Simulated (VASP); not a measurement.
# CaSe (Fm-3m) in VASP: single point with HSE06

Aim: the single point of CaSe with HSE06.

All numbers are computed with VASP 6.6.1; they aren't measurements. Logs are shortened: lines on timing, memory, paths and dates and some standing lists are left out, and cuts for length are marked.

**1. The cell of the first run**

Symmetry: Fm-3m, No. 225, cubic system. The conventional cell has a = 5.935 Å, b = 5.935 Å, c = 5.935 Å, α = 90.00°, β = 90.00°, γ = 90.00°. Ca (site symmetry m-3m) has 6 Se at 2.97 Å within 3.9 Å. Within 3.9 Å of Se (site symmetry m-3m) lie 6 Ca at 2.97 Å.

**2. Single point, HSE06**

Contents of POSCAR:

```
CaSe
1.0
    0.0000000000      2.9675351122      2.9675351122
    2.9675351122      0.0000000000      2.9675351122
    2.9675351122      2.9675351122      0.0000000000
Ca Se
1 1
Direct
    0.0000000000      0.0000000000      0.0000000000
    0.5000000000      0.5000000000      0.5000000000
```

Contents of INCAR.step1:

```
SYSTEM = CaSe
  PREC = Accurate
  ENCUT = 520
  EDIFF = 1E-5
  ISMEAR = 0
  SIGMA = 0.01
  LREAL = .FALSE.
  LASPH = .TRUE.
  NELM = 80
  ALGO = Normal
  ISIF = 2
  LWAVE = .TRUE.
  GGA = PE
  NBANDS = 15
```

Contents of INCAR.step2:

```
SYSTEM = CaSe
  PREC = Accurate
  ENCUT = 520
  EDIFF = 1E-6
  ISMEAR = 0
  SIGMA = 0.01
  LREAL = .FALSE.
  LASPH = .TRUE.
  NELM = 80
  ALGO = Normal
  ISIF = 2
  LWAVE = .FALSE.
  LCHARG = .TRUE.
  GGA = PE
  LHFCALC = .TRUE.
  HFSCREEN = 0.2079
  PRECFOCK = Normal
  LELF = .TRUE.
  LVHAR = .TRUE.
  ISTART = 1
  NBANDS = 15
```

Contents of KPOINTS:

```
Automatic mesh
0
G
  6 6 6
  0 0 0
```

Potentials or basis: VASP PAW PBE potentials, release 64 (Ca_sv, Se).

Started as:

```
cat potpaw_PBE.64/Ca_sv/POTCAR potpaw_PBE.64/Se/POTCAR > POTCAR
cp INCAR.step1 INCAR
mpirun -np 1 vasp_std > vasp.out
cp INCAR.step2 INCAR
mpirun -np 1 vasp_std > vasp.out
```

OUTCAR:

```text
SYSTEM = CaSe
   PREC = Accurate
   ENCUT = 520
   EDIFF = 1E-6
   ISMEAR = 0
   LREAL = .FALSE.
   LASPH = .TRUE.
   NELM = 80
   ISIF = 2
   GGA = PE
   LHFCALC = .TRUE.
   HFSCREEN = 0.2079
   PRECFOCK = Normal
   ISTART = 1

 ion  position               nearest neighbor table
   1  0.000  0.000  0.000-   2 2.97   2 2.97   2 2.97   2 2.97   2 2.97   2 2.97
   2  0.500  0.500  0.500-   1 2.97   1 2.97   1 2.97   1 2.97   1 2.97   1 2.97

  LATTYP: Found a face centered cubic cell.
 ALAT       =     5.9350702244

  Lattice vectors:

 A1 = (   0.0000000000,   2.9675351122,   2.9675351122)
 A2 = (   2.9675351122,   0.0000000000,   2.9675351122)
 A3 = (   2.9675351122,   2.9675351122,   0.0000000000)

Analysis of symmetry for initial positions (statically):
=====================================================================
 Subroutine PRICEL returns:
 Original cell was already a primitive cell.

 Routine SETGRP: Setting up the symmetry group for a
 face centered cubic supercell.

 Subroutine GETGRP returns: Found 48 space group operations
 (whereof 48 operations were pure point group operations)
 out of a pool of 48 trial point group operations.

The static configuration has the point symmetry O_h .

Analysis of symmetry for dynamics (positions and initial velocities):
=====================================================================
 Subroutine PRICEL returns:
 Original cell was already a primitive cell.

 Routine SETGRP: Setting up the symmetry group for a
 face centered cubic supercell.

 Subroutine GETGRP returns: Found 48 space group operations
 (whereof 48 operations were pure point group operations)
 out of a pool of 48 trial point group operations.

The dynamic configuration has the point symmetry O_h .

 Subroutine INISYM returns: Found 48 space group operations
 (whereof 48 operations are pure point group operations),
 and found     1 'primitive' translations

----------------------------------------------------------------------------------------

                                     Primitive cell

  volume of cell :      52.2658

  direct lattice vectors                    reciprocal lattice vectors
     0.000000000  2.967535112  2.967535112    -0.168490003  0.168490003  0.168490003
     2.967535112  0.000000000  2.967535112     0.168490003 -0.168490003  0.168490003
     2.967535112  2.967535112  0.000000000     0.168490003  0.168490003 -0.168490003

  length of vectors
[... 91 lines left out ...]
   IMIX   =      1    mixing-type and parameters
     AMIX     =   0.40;   BMIX     =  1.00
     AMIX_MAG =   1.60;   BMIX_MAG =  1.00
  volume/ion in A,a.u.               =      26.13       176.35
  Fermi-wavevector in a.u.,A,eV,Ry     =   1.103339  2.085008 16.563146  1.217357
  Thomas-Fermi vector in A             =   2.239796
   LORBIT       =      0    0 simple, 1 ext, 2 COOP (PROOUT), +10 PAW based schemes
   GGA     = PE    functional components
   LHFCALC =     T    Hartree Fock is set to
   PRECFOCK=normal    Normal, Fast or Accurate (Low or Medium for compatibility)
   ENCUT4O =  -1.0   cutoff for four orbital integrals eV
   NKREDX  =     1    reduce k-point grid by
   NKREDY  =     1    reduce k-point grid by
   NKREDZ  =     1    reduce k-point grid by
   AEXX    =    0.2500 exact exchange contribution
   HFSCREEN=    0.2079 screening length (either q_TF or 0.3 A-1)
   HFSCREENC=   0.2079 screening length for correlation (either q_TF or 0.3 A-1)
   ENCUTFOCK=  -1.0 apply spherical cutoff to Coloumb kernel
   IVDW    =     0    specifies the selected vdW correction
   LEPSILON=     F    determine dielectric tensor
   LRPA    =     F    only Hartree local field effects (RPA)
 non-spin polarized calculation
 Gauss-broadening in eV      SIGMA  =   0.01
  energy-cutoff  :      520.00
  volume of cell :       52.27
 maximum number of plane-waves:      1420
  NGX = 24; NGY = 24; NGZ = 24

 number of electron      15.9999997 magnetization

 Free energy of the ion-electron system (eV)
  ---------------------------------------------------
  ext. energy  EPLUGINS =         0.00000000
  ---------------------------------------------------
  free energy    TOTEN  =       -10.68817667 eV

  energy without entropy =      -10.68817667  energy(sigma->0) =      -10.68817667

 E-fermi :   1.9537     XC(G=0):  -7.5949

 val. band max:        1.8025024803   @ k =   0.0000   0.0000   0.0000
 cond. band min:       4.8109987398   @ k =   0.5000   0.5000   0.0000
 fundamental gap:      3.0084962595
 Fermi energy:         1.9537056858

 k-point     1 :       0.0000    0.0000    0.0000
  band No.  band energies     occupation
      1     -41.0424      2.00000
      2     -20.5593      2.00000
      3     -20.5593      2.00000
      4     -20.5593      2.00000
      5     -11.0653      2.00000
      6       1.8025      2.00000
      7       1.8025      2.00000
      8       1.8025      2.00000
      9       6.0378      0.00000
     10       6.7392      0.00000
     11       6.7392      0.00000
     12       6.7392      0.00000
     13       7.3755      0.00000
     14       7.3755      0.00000
[... 257 lines left out ...]
      2     -20.6343      2.00000
      3     -20.6077      2.00000
      4     -20.5990      2.00000
      5     -10.3324      2.00000
      6      -0.6878      2.00000
      7       0.1044      2.00000
      8       0.1933      2.00000
      9       6.2053      0.00000
     10       8.1943      0.00000
     11       8.5991      0.00000
     12       9.1219      0.00000
     13       9.5220      0.00000
     14      10.0789      0.00000
     15      12.5786      0.00000

------------------------ aborting loop because EDIFF is reached ----------------------------------------

  FORCE on cell =-STRESS in cart. coord.  units (eV):
  Direction    XX          YY          ZZ          XY          YZ          ZX
  --------------------------------------------------------------------------------------
  -------------------------------------------------------------------------------------
  Total        0.0797591      0.0797591      0.0797591     -0.0000000      0.0000000      0.0000000
  in kB        2.4449688      2.4449688      2.4449688     -0.0000000      0.0000000      0.0000000
  external PRESSURE =       2.4449688 kB  Pullay stress =       0.0000000 kB

 VOLUME and BASIS-vectors are now :
 -----------------------------------------------------------------------------
  energy-cutoff  :      520.00
  volume of cell :       52.27
      direct lattice vectors                 reciprocal lattice vectors
     0.000000000  2.967535112  2.967535112    -0.168490003  0.168490003  0.168490003
     2.967535112  0.000000000  2.967535112     0.168490003 -0.168490003  0.168490003
     2.967535112  2.967535112  0.000000000     0.168490003  0.168490003 -0.168490003

 POSITION                                       TOTAL-FORCE (eV/Angst)
 -----------------------------------------------------------------------------------
      0.00000      0.00000      0.00000        -0.000000      0.000000      0.000000
      2.96754      2.96754      2.96754         0.000000      0.000000     -0.000000
 -----------------------------------------------------------------------------------
    total drift:                                0.000001      0.000001      0.000001

  FREE ENERGIE OF THE ION-ELECTRON SYSTEM (eV)
  ---------------------------------------------------
  free  energy   TOTEN  =       -10.6881766734 eV

  energy  without entropy=      -10.6881766734  energy(sigma->0) =      -10.68817667
```

OUTCAR.step1:

```text
SYSTEM = CaSe
   PREC = Accurate
   ENCUT = 520
   EDIFF = 1E-5
   ISMEAR = 0
   LREAL = .FALSE.
   LASPH = .TRUE.
[... 498 lines left out ...]
      0.00000      0.00000      0.00000        -0.000000     -0.000000      0.000000
      2.96754      2.96754      2.96754         0.000000      0.000000     -0.000000
 -----------------------------------------------------------------------------------
    total drift:                                0.000000     -0.000000     -0.000000

  FREE ENERGIE OF THE ION-ELECTRON SYSTEM (eV)
  ---------------------------------------------------
  free  energy   TOTEN  =        -9.4831895189 eV

  energy  without entropy=       -9.4831895189  energy(sigma->0) =       -9.48318952
```

Run time: 39 min. Hardware: 1 thread of Intel Xeon Platinum 8259CL at 2.50GHz (Skylake/Cascade Lake), shared host; peak memory 0.3 GiB.

What came out:

```
Free energy            : -10.6882 eV
Pressure               : 0.2 GPa
Band gap on the k mesh : 3.01 eV (least direct gap 4.04 eV)
```

Levels at points of the mesh, in eV from the valence-band top:
| k point | band 5 | band 6 | band 7 | band 8 | band 9 | band 10 | band 11 | band 12 |
| --- | --- | --- | --- | --- | --- | --- | --- | --- |
| (0.00, 0.00, 0.00) | -12.87 | 0.00 | 0.00 | 0.00 | 4.24 | 4.94 | 4.94 | 4.94 |
| (0.50, 0.00, 0.00) | -12.09 | -3.54 | -1.23 | -1.23 | 5.37 | 6.96 | 7.08 | 7.08 |
| (0.50, 0.50, 0.00) | -12.21 | -2.77 | -1.03 | -1.03 | 3.01 | 5.98 | 6.48 | 7.61 |

Caveat: the PAW data sets were made with another functional, which shifts forces and pressure a little. A k mesh can miss the band edges.
